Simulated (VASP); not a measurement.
# TaN (Fm-3m) in VASP: further runs

Runs on TaN. Level: PBEsol. Tasks: relaxation of cell and atoms, single point.

Program: VASP 6.6.1. These are calculated values, not measurements. Logs are shortened: lines on timing, memory, paths and dates and some standing lists are left out, and cuts for length are marked.

**1. The cell of the first run**

The structure is cubic, space group Fm-3m (No. 225). Conventional cell: a = 4.423 Å, b = 4.423 Å, c = 4.423 Å, α = 90.00°, β = 90.00°, γ = 90.00°. Ta (site symmetry m-3m) has 6 N at 2.21 Å within 2.9 Å. Within 2.9 Å of N (site symmetry m-3m) lie 6 Ta at 2.21 Å.

**2. Relaxation of cell and atoms, PBEsol, target pressure 5 GPa, at which the enthalpy is minimised**

Input file INCAR:

```
ALGO = Normal
EDIFF = 1E-6
EDIFFG = -0.01
ENCUT = 600
GGA = PS
IBRION = 2
ISIF = 3
ISMEAR = -1
LASPH = True
LCHARG = False
LREAL = False
LWAVE = False
NELM = 80
NSW = 60
PREC = Accurate
PSTRESS = 50.0
SIGMA = 0.05
```

Input file KPOINTS:

```
k-points
0
Gamma
  10 10 10
```

Input file POSCAR:

```
TaN
1.0
    0.0000000000      2.2113230000      2.2113230000
    2.2113230000      0.0000000000      2.2113230000
    2.2113230000      2.2113230000      0.0000000000
Ta N
1 1
Direct
    0.5000000000      0.5000000000      0.5000000000
    0.0000000000      0.0000000000      0.0000000000
```

Potentials or basis: VASP PAW PBE potentials, release 64 (Ta_pv, N).

The run is started by

```bash
$ cat potpaw_PBE.64/Ta_pv/POTCAR potpaw_PBE.64/N/POTCAR > POTCAR
$ mpirun -np 1 vasp_std > vasp.out
```

OUTCAR:

```text
EDIFF = 1E-6
   EDIFFG = -0.01
   ENCUT = 600
   GGA = PS
   IBRION = 2
   ISIF = 3
   ISMEAR = -1
   LASPH = True
   LREAL = False
   NELM = 80
   NSW = 60
   PREC = Accurate
   PSTRESS = 50.0

 ion  position               nearest neighbor table
   1  0.500  0.500  0.500-   2 2.21   2 2.21   2 2.21   2 2.21   2 2.21   2 2.21
   2  0.000  0.000  0.000-   1 2.21   1 2.21   1 2.21   1 2.21   1 2.21   1 2.21

  LATTYP: Found a face centered cubic cell.
 ALAT       =     4.4226460000

  Lattice vectors:

 A1 = (   0.0000000000,   2.2113230000,   2.2113230000)
 A2 = (   2.2113230000,   0.0000000000,   2.2113230000)
 A3 = (   2.2113230000,   2.2113230000,   0.0000000000)

Analysis of symmetry for initial positions (statically):
=====================================================================
 Subroutine PRICEL returns:
 Original cell was already a primitive cell.

 Routine SETGRP: Setting up the symmetry group for a
 face centered cubic supercell.

 Subroutine GETGRP returns: Found 48 space group operations
 (whereof 48 operations were pure point group operations)
 out of a pool of 48 trial point group operations.

The static configuration has the point symmetry O_h .

Analysis of symmetry for dynamics (positions and initial velocities):
=====================================================================
 Subroutine PRICEL returns:
 Original cell was already a primitive cell.

 Routine SETGRP: Setting up the symmetry group for a
 face centered cubic supercell.

 Subroutine GETGRP returns: Found 48 space group operations
 (whereof 48 operations were pure point group operations)
 out of a pool of 48 trial point group operations.

The dynamic configuration has the point symmetry O_h .

 Subroutine INISYM returns: Found 48 space group operations
 (whereof 48 operations are pure point group operations),
 and found     1 'primitive' translations

----------------------------------------------------------------------------------------

                                     Primitive cell

  volume of cell :      21.6265

  direct lattice vectors                    reciprocal lattice vectors
     0.000000000  2.211323000  2.211323000    -0.226108985  0.226108985  0.226108985
     2.211323000  0.000000000  2.211323000     0.226108985 -0.226108985  0.226108985
     2.211323000  2.211323000  0.000000000     0.226108985  0.226108985 -0.226108985

  length of vectors
     3.127282977  3.127282977  3.127282977     0.391632251  0.391632251  0.391632251

  position of ions in fractional coordinates (direct lattice)
     0.500000000  0.500000000  0.500000000
     0.000000000  0.000000000  0.000000000

  ion indices of the primitive-cell ions
   primitive index   ion index
                 1           1
                 2           2

----------------------------------------------------------------------------------------

 KPOINTS: k-points

Automatic generation of k-mesh.
 Grid dimensions read from file:
 generate k-points for:   10   10   10

 Generating k-lattice:

  Cartesian coordinates                     Fractional coordinates (reciprocal lattice)
    -0.022610899  0.022610899  0.022610899     0.100000000  0.000000000  0.000000000
     0.022610899 -0.022610899  0.022610899     0.000000000  0.100000000  0.000000000
     0.022610899  0.022610899 -0.022610899     0.000000000  0.000000000  0.100000000

  Length of vectors
     0.039163225  0.039163225  0.039163225

  Shift w.r.t. Gamma in fractional coordinates (k-lattice)
     0.000000000  0.000000000  0.000000000

 Subroutine IBZKPT returns following result:
 ===========================================

 Found     47 irreducible k-points:

 Following reciprocal coordinates:
            Coordinates               Weight
  0.000000  0.000000  0.000000      1.000000
  0.100000  0.000000  0.000000      8.000000
  0.200000  0.000000  0.000000      8.000000
  0.300000  0.000000  0.000000      8.000000
  0.400000  0.000000  0.000000      8.000000
  0.500000  0.000000  0.000000      4.000000
[... 16 lines left out ...]
  0.300000  0.300000  0.000000      6.000000
  0.400000  0.300000  0.000000     24.000000
 [... further k-points ...]
   k-points           NKPTS =     47   k-points in BZ     NKDIM =     47   number of bands    NBANDS=     12
   number of dos      NEDOS =    301   number of ions     NIONS =      2
   total plane-waves  NPLWV =  21952
   dimension x,y,z NGX =    28 NGY =   28 NGZ =   28
   dimension x,y,z NGXF=    56 NGYF=   56 NGZF=   56
   ions per type =               1   1
   NGX,Y,Z   is equivalent  to a cutoff of  14.88, 14.88, 14.88 a.u.
   NGXF,Y,Z  is equivalent  to a cutoff of  29.77, 29.77, 29.77 a.u.
 SYSTEM =  unknown system
   PREC   = accura    normal or accurate (medium, high low for compatibility)
   ISTART =      0    job   : 0-new  1-cont  2-samecut
   ICHARG =      2    charge: 1-file 2-atom 10-const
   ISPIN  =      1    spin polarized calculation?
   LNONCOLLINEAR =      F non collinear calculations
   LSORBIT =      F    spin-orbit coupling
   LASPH  =      T    aspherical Exc in radial PAW
   ENCUT  =  600.0 eV  44.10 Ry    6.64 a.u.   6.25  6.25  6.25*2*pi/ulx,y,z
   NELM   =     80;   NELMIN=  2; NELMDL= -5     # of ELM steps
   EDIFF  = 0.1E-05   stopping-criterion for ELM
   LREAL  =      F    real-space projection
   EDIFFG = -.1E-01   stopping-criterion for IOM
   NSW    =     60    number of steps for IOM
   IBRION =      2    ionic relax: 0-MD 1-quasi-New 2-CG
   NFREE  =      1    steps in history (QN), initial steepest desc. (CG)
   ISIF   =      3    stress and relaxation
   ISYM   =      2    0-nonsym 1-usesym 2-fastsym
   POTIM  = 0.5000    time-step for ionic-motion
   TEBEG  =    0.0;   TEEND  =   0.0 temperature during run
   PSTRESS=   50.0 pullay stress
   NELECT =      16.0000    total number of electrons
   NUPDOWN=      -1.0000    fix difference up-down
   EMIN   =  10.00;   EMAX   =-10.00  energy-range for DOS
   EFERMI =   0.00;   METHOD = LEGACY
   ISMEAR =    -1;   SIGMA  =   0.05  broadening in eV -4-tet -1-fermi 0-gaus
   EFERMI_NEDOS =   21; number of points for ismear=-14 and -15
   IALGO  =     38    algorithm
   IMIX   =      4    mixing-type and parameters
     AMIX     =   0.40;   BMIX     =  1.00
     AMIX_MAG =   1.60;   BMIX_MAG =  1.00
  volume/ion in A,a.u.               =      10.81        72.97
  Fermi-wavevector in a.u.,A,eV,Ry     =   1.480651  2.798024 29.828417  2.192327
  Thomas-Fermi vector in A             =   2.594659
   LORBIT       =      0    0 simple, 1 ext, 2 COOP (PROOUT), +10 PAW based schemes
   GGA     = PS    functional components
   LHFCALC =     F    Hartree Fock is set to
   AEXX    =    0.0000 exact exchange contribution
   IVDW    =     0    specifies the selected vdW correction
   LEPSILON=     F    determine dielectric tensor
   LRPA    =     F    only Hartree local field effects (RPA)
 conjugate gradient relaxation of ions
 non-spin polarized calculation
  energy-cutoff  :      600.00
  volume of cell :       21.63
 maximum number of plane-waves:       740
 NGX is ok and might be reduce to    28
   NGX = 13   NGY = 13   NGZ = 13

--------------------------------------- Ionic step        1  -------------------------------------------

 number of electron      15.9999999 magnetization

 Free energy of the ion-electron system (eV)
  ---------------------------------------------------
  ext. energy  EPLUGINS =         0.00000000
  ---------------------------------------------------
  free energy    TOTEN  =       -23.21029464 eV

  energy without entropy =      -23.20411891  energy(sigma->0) =      -23.20720678

------------------------ aborting loop because EDIFF is reached ----------------------------------------

  FORCE on cell =-STRESS in cart. coord.  units (eV):
  Direction    XX          YY          ZZ          XY          YZ          ZX
  --------------------------------------------------------------------------------------
  -------------------------------------------------------------------------------------
  Total       -1.3498980     -1.3498980     -1.3498980     -0.0000000      0.0000000     -0.0000000
  in kB     -100.0057520   -100.0057520   -100.0057520     -0.0000000      0.0000000     -0.0000000
  external PRESSURE =    -150.0057520 kB  Pullay stress =      50.0000000 kB

 VOLUME and BASIS-vectors are now :
 -----------------------------------------------------------------------------
  energy-cutoff  :      600.00
  volume of cell :       21.63
      direct lattice vectors                 reciprocal lattice vectors
     0.000000000  2.211323000  2.211323000    -0.226108985  0.226108985  0.226108985
     2.211323000  0.000000000  2.211323000     0.226108985 -0.226108985  0.226108985
     2.211323000  2.211323000  0.000000000     0.226108985  0.226108985 -0.226108985
[... 8 lines left out ...]
  FREE ENERGIE OF THE ION-ELECTRON SYSTEM (eV)
  ---------------------------------------------------
  free  energy   TOTEN  =       -23.2102946446 eV

  energy  without entropy=      -23.2041189143  energy(sigma->0) =      -23.20720678

  enthalpy is  TOTEN    =       -22.5353844835 eV   P V=        0.6749101612

--------------------------------------- Ionic step        2  -------------------------------------------

 number of electron      16.0000001 magnetization

 E-fermi :  10.9659     XC(G=0): -14.3378

 val. band max:       10.8492101164   @ k =  -0.2000   0.2000   0.0000
 cond. band min:      10.9933812443   @ k =   0.0000   0.0000   0.0000
 fundamental gap:      0.1441711279
 Fermi energy:        10.9659145628

 k-point     1 :       0.0000    0.0000    0.0000
  band No.  band energies     occupation
      1     -24.5082      2.00000
      2     -24.5082      2.00000
      3     -24.5082      2.00000
      4      -8.9637      2.00000
      5       6.7894      2.00000
      6       6.7894      2.00000
      7       6.7894      2.00000
      8       8.4021      2.00000
      9       8.4021      2.00000
     10       8.4021      2.00000
     11      10.9934      0.73204
     12      10.9934      0.73204

 k-point     2 :       0.1000    0.0000    0.0000
  band No.  band energies     occupation
      1     -24.6588      2.00000
      2     -24.5204      2.00000
      3     -24.5204      2.00000
      4      -8.6445      2.00000
      5       5.5501      2.00000
      6       5.8708      2.00000
      7       5.8708      2.00000
      8       8.8342      2.00000
      9       8.8342      2.00000
     10       8.9704      2.00000
     11      12.1174      0.00000
     12      12.1174      0.00000
[... 397 lines left out ...]
  FREE ENERGIE OF THE ION-ELECTRON SYSTEM (eV)
  ---------------------------------------------------
  free  energy   TOTEN  =       -23.2274464908 eV

  energy  without entropy=      -23.2216081425  energy(sigma->0) =      -23.22452732

  enthalpy is  TOTEN    =       -22.5801010936 eV   P V=        0.6473453972

--------------------------------------- Ionic step        4  -------------------------------------------

 number of electron      16.0000001 magnetization

 Free energy of the ion-electron system (eV)
  ---------------------------------------------------
  ext. energy  EPLUGINS =         0.00000000
  ---------------------------------------------------
  free energy    TOTEN  =       -23.22656323 eV

  energy without entropy =      -23.22073611  energy(sigma->0) =      -23.22364967

 E-fermi :   9.7014     XC(G=0): -13.7349

 val. band max:        9.6118181740   @ k =  -0.2000   0.2000   0.0000
 cond. band min:       9.7022339432   @ k =   0.0000   0.0000   0.0000
 fundamental gap:      0.0904157692
 Fermi energy:         9.7013776436

 k-point     1 :       0.0000    0.0000    0.0000
  band No.  band energies     occupation
      1     -25.9904      2.00000
      2     -25.9904      2.00000
      3     -25.9904      2.00000
      4      -9.3413      2.00000
      5       5.8188      2.00000
      6       5.8188      2.00000
      7       5.8188      2.00000
      8       7.4675      2.00000
      9       7.4675      2.00000
     10       7.4675      2.00000
     11       9.7022      0.99144
     12       9.7022      0.99144

 k-point     2 :       0.1000    0.0000    0.0000
  band No.  band energies     occupation
      1     -26.0888      2.00000
      2     -25.9992      2.00000
      3     -25.9992      2.00000
      4      -9.0851      2.00000
      5       4.6752      2.00000
      6       5.0274      2.00000
      7       5.0274      2.00000
      8       7.8427      2.00000
      9       7.8427      2.00000
     10       7.9337      2.00000
     11      10.6719      0.00000
     12      10.6719      0.00000
[... 352 lines left out ...]
 POSITION                                       TOTAL-FORCE (eV/Angst)
 -----------------------------------------------------------------------------------
      2.17973      2.17973      2.17973         0.000000      0.000000      0.000000
      2.17973      2.17973      0.00000        -0.000000     -0.000000     -0.000000
 -----------------------------------------------------------------------------------
    total drift:                                0.000000      0.000000      0.000000

  FREE ENERGIE OF THE ION-ELECTRON SYSTEM (eV)
  ---------------------------------------------------
  free  energy   TOTEN  =       -23.2265632290 eV

  energy  without entropy=      -23.2207361056  energy(sigma->0) =      -23.22364967

  enthalpy is  TOTEN    =       -22.5801723141 eV   P V=        0.6463909149

 reached required accuracy - stopping structural energy minimisation
```

Wall time 61 s (1 thread of Intel Xeon Platinum 8488C (Sapphire Rapids), shared host); peak memory 0.18 GiB.

Results:

* Free energy: -23.2266 eV
* Relaxed volume: 10.36 Å³/atom
* Relaxed cell: a = 3.083 Å, b = 3.083 Å, c = 3.083 Å, α = 60.00°, β = 60.00°, γ = 60.00°
* Space group after relaxing (to 0.1 Å): Fm-3m (No. 225)
* Energy change on relaxing (the run minimises the enthalpy): -8.1 meV/atom
* Ionic steps: 4
* Pressure after relaxing: 4.9 GPa
* Band gap on the k mesh: zero (bands 8 and 9 overlap by 4.19 eV)

Step by step:
```tsv
step	energy change (eV)	largest force (eV/Å)	pressure (GPa)	volume (Å³)
1	0.0000	0.0000	-10.00	21.63
2	0.3548	0.0000	56.38	18.61
3	-0.0172	0.0000	4.35	20.74
4	-0.0163	0.0000	4.88	20.71
```

Final structure:
```
Ta N
1.0
     0.00000    2.17973    2.17973
     2.17973    0.00000    2.17973
     2.17973    2.17973    0.00000
Ta N
1 1
Direct
  0.50000 0.50000 0.50000
  0.00000 0.00000 0.00000
```

Caveat: the cell is relaxed towards a set pressure, so the run minimises the enthalpy, not the energy; the PAW data sets were made with another functional, which shifts forces and pressure a little; spin-orbit coupling is left out, which moves the levels of the heavy elements.

**3. Relaxation of cell and atoms, PBEsol, target pressure 10 GPa, at which the enthalpy is minimised**

Input file INCAR:

```
ALGO = Normal ; EDIFF = 1E-6
EDIFFG = -0.01 ; ENCUT = 600
GGA = PS ; IBRION = 2
ISIF = 3 ; ISMEAR = -1
LASPH = True ; LCHARG = False
LREAL = False ; LWAVE = False
NELM = 60 ; NSW = 60
PREC = Accurate ; PSTRESS = 100.0
SIGMA = 0.05
```

KPOINTS is that of step 2.

POSCAR is that of step 2.

Potentials or basis: VASP PAW PBE potentials, release 64 (Ta_pv, N).

The run is started by

```bash
$ cat potpaw_PBE.64/Ta_pv/POTCAR potpaw_PBE.64/N/POTCAR > POTCAR
$ mpirun -np 1 vasp_std > vasp.out
```

Wall time 79 s (1 thread of Intel Xeon Platinum 8488C (Sapphire Rapids), shared host); peak memory 0.18 GiB.

Results (log left out):

| Quantity | Value |
| --- | --- |
| Free energy | -23.2142 eV |
| Relaxed volume | 10.22 Å³/atom |
| Relaxed cell | a = 3.069 Å, b = 3.069 Å, c = 3.069 Å, α = 60.00°, β = 60.00°, γ = 60.00° |
| Space group after relaxing (to 0.1 Å) | Fm-3m (No. 225) |
| Energy change on relaxing (the run minimises the enthalpy) | -1.9 meV/atom |
| Ionic steps | 7 |
| Pressure after relaxing | 10.0 GPa |
| Band gap on the k mesh | zero (bands 8 and 9 overlap by 4.27 eV) |

Step by step:
```tsv
step	energy change (eV)	largest force (eV/Å)	pressure (GPa)	volume (Å³)
1	0.0000	0.0000	-10.00	21.63
2	0.7807	0.0000	90.40	17.67
3	-0.0076	0.0000	8.70	20.51
4	-0.0044	0.0000	9.81	20.45
5	-0.0030	0.0000	10.25	20.43
6	-0.0055	0.0000	9.51	20.47
7	-0.0039	0.0000	9.97	20.45
```

Final structure:
```yaml
crystal:
  lattice:
    - [0.00000, 2.17030, 2.17030]
    - [2.17030, 0.00000, 2.17030]
    - [2.17030, 2.17030, 0.00000]
  atoms:
    - { symbol: Ta, position: [0.50000, 0.50000, 0.50000] }
    - { symbol: N, position: [0.00000, 0.00000, 0.00000] }
```

Levels at points of the mesh, in eV from the Fermi level:
| k point | band 5 | band 6 | band 7 | band 8 | band 9 | band 10 | band 11 | band 12 |
| --- | --- | --- | --- | --- | --- | --- | --- | --- |
| (0.00, 0.00, 0.00) | -3.92 | -3.92 | -3.92 | -2.27 | -2.27 | -2.27 | 0.00 | 0.00 |
| (0.50, 0.00, 0.00) | -10.75 | -7.90 | -7.90 | 2.00 | 2.00 | 2.11 | 3.91 | 7.96 |
| (0.50, 0.50, 0.00) | -6.73 | -5.81 | -4.72 | -4.72 | 2.19 | 3.76 | 3.76 | 4.97 |

Caveat: the cell is relaxed towards a set pressure, so the run minimises the enthalpy, not the energy; the PAW data sets were made with another functional, which shifts forces and pressure a little; spin-orbit coupling is left out, which moves the levels of the heavy elements.

**4. Relaxation of cell and atoms, PBEsol, target pressure 20 GPa, at which the enthalpy is minimised**

Input file INCAR:

```
SYSTEM = TaN
  PREC = Accurate
  ENCUT = 600
  EDIFF = 1E-7
  ISMEAR = -1
  SIGMA = 0.05
  LREAL = .False.
  LASPH = .True.
  NELM = 80
  ALGO = Normal
  ISIF = 3
  LWAVE = .False.
  LCHARG = .False.
  GGA = PS
  IBRION = 2
  NSW = 60
  EDIFFG = -0.01
  PSTRESS = 200.0
```

Input file KPOINTS:

```
Automatic mesh
0
Gamma
  10 10 10
  0 0 0
```

POSCAR is that of step 3.

The run is started by

```bash
$ cat potpaw_PBE.64/Ta_pv/POTCAR potpaw_PBE.64/N/POTCAR > POTCAR
$ mpirun -np 1 vasp_std > vasp.out
```

It took 75 s on 1 thread of Intel Xeon Platinum 8488C (Sapphire Rapids), shared host; peak memory 0.18 GiB.

The run converged. Its results:

```
Free energy                                                : -23.1698 eV
Relaxed volume                                             : 9.98 Å³/atom
Relaxed cell                                               : a = 3.045 Å, b = 3.045 Å, c = 3.045 Å, α = 60.00°, β = 60.00°, γ = 60.00°
Space group after relaxing (to 0.1 Å)                      : Fm-3m (No. 225)
Energy change on relaxing (the run minimises the enthalpy) : +20.3 meV/atom
Ionic steps                                                : 5
Pressure after relaxing                                    : 20.0 GPa
Band gap on the k mesh                                     : zero (bands 8 and 9 overlap by 4.42 eV)
```

Step by step:
```csv
step,energy change (eV),largest force (eV/Å),pressure (GPa),volume (Å³)
1,0.0000,0.0000,-10.01,21.63
2,2.2689,0.0000,184.64,15.89
3,0.0238,0.0000,16.83,20.11
4,0.0360,0.0000,19.18,20.00
5,0.0405,0.0000,20.01,19.97
```

Final structure:
```
Ta N
1.0
     0.00000    2.15326    2.15326
     2.15326    0.00000    2.15326
     2.15326    2.15326    0.00000
Ta N
1 1
Direct
  0.50000 0.50000 0.50000
  0.00000 0.00000 0.00000
```

Levels at points of the mesh, in eV from the Fermi level:
```
           k point  band 5  band 6  band 7  band 8  band 9  band 10  band 11  band 12
(0.00, 0.00, 0.00)   -3.99   -3.99   -3.99   -2.34   -2.34    -2.34     0.01     0.01
(0.50, 0.00, 0.00)  -10.95   -8.07   -8.07    2.08    2.08     2.19     3.99     8.22
(0.50, 0.50, 0.00)   -6.76   -5.98   -4.77   -4.77    2.27     3.90     3.90     5.24
```

Caveat: the cell is relaxed towards a set pressure, so the run minimises the enthalpy, not the energy; the PAW data sets were made with another functional, which shifts forces and pressure a little; spin-orbit coupling is left out, which moves the levels of the heavy elements.

(Continued in part 2 of 3.)
